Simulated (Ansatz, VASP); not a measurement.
# Two plane-wave programs on Ni

The input INCAR:

```
SYSTEM = Ni
ALGO = Normal
EDIFF = 1E-6
ENCUT = 520
GGA = PS
ISIF = 2
ISMEAR = 0
ISPIN = 2
LASPH = .True.
LCHARG = .True.
LELF = .True.
LMAXMIX = 4
LORBIT = 11
LREAL = .False.
LVHAR = .True.
LWAVE = .False.
MAGMOM = 0.74
NBANDS = 15
NELM = 150
PREC = Accurate
SIGMA = 0.05
```

KPOINTS

```
k-points
0
Gamma
  20 20 20
  0 0 0
```

POSCAR

```
Ni
1.0
    0.0000000000      1.7314997907      1.7314997907
    1.7314997907      0.0000000000      1.7314997907
    1.7314997907      1.7314997907      0.0000000000
Ni
1
Direct
    0.0000000000      0.0000000000      0.0000000000
```

Input for Ansatz:

```yaml
crystal:
  lattice:
    - [0.0, 1.7314997907, 1.7314997907]
    - [1.7314997907, 0.0, 1.7314997907]
    - [1.7314997907, 1.7314997907, 0.0]
  atoms:
    - { symbol: Ni, position: [0.0, 0.0, 0.0], spin: 0.74 }
basis:
  ecutwfc: 600
  ecutrho_ratio: 5
kpoints:
  mp_grid: { grid: [20, 20, 20] }
  band_path:
    path:
      - [[0.0, 0.0, 0.0], [0.5, 0.0, 0.5], [0.625, 0.25, 0.625]]
      - [[0.375, 0.375, 0.75], [0.0, 0.0, 0.0], [0.5, 0.5, 0.5], [0.5, 0.25, 0.75], [0.5, 0.0, 0.5]]
    npoints: 14
hamiltonian:
  xc: pbesol
scf:
  occupations: { method: gaussian, width: 0.05 }
  lower_state_search: "off"
output:
  forces: true
  stress: true
  eigenvalues: true
  populations: true
  dos: { projected: true, de: 0.02, nscf_kmesh: { grid: [30, 30, 30] } }
  bader: true
magnetization:
  spin_polarized: true
checkpoint:
  read: start.run
  write: ck
  compress: false
  write_wavefunctions: false
  write_every: 100000
```

Alike in both runs: task single point; functional PBEsol; k mesh 20 × 20 × 20; occupations gaussian, width 0.05 eV; collinear spin.

|  | VASP | Ansatz |
| --- | --- | --- |
| version | VASP 6.6.1 | Ansatz 0.2.0 |
| potentials or method | VASP PAW PBE potentials, release 64 (Ni), cutoff 520 eV | scalar-relativistic, plane waves, PAW |
| valence electrons in the cell | 10 | 18 |

```csv
,VASP,Ansatz,Ansatz less VASP
pressure (GPa),-0.1,0.0,+0.11
net moment per atom (μB),0.62,0.64,+0.014
size of the moment on the site where the two differ most (μB),0.63,0.67,+0.043
```

VASP's potentials were made for PBE, not for PBEsol. Site moments also hang on the region over which each program counts them. With one functional, cell and mesh, what is left measures potentials, basis and numerics. VASP's potentials hold 10 valence electrons a cell and Ansatz's 18, so a difference there can come from the potentials and not from the codes. Ansatz's warnings: stability check not made.
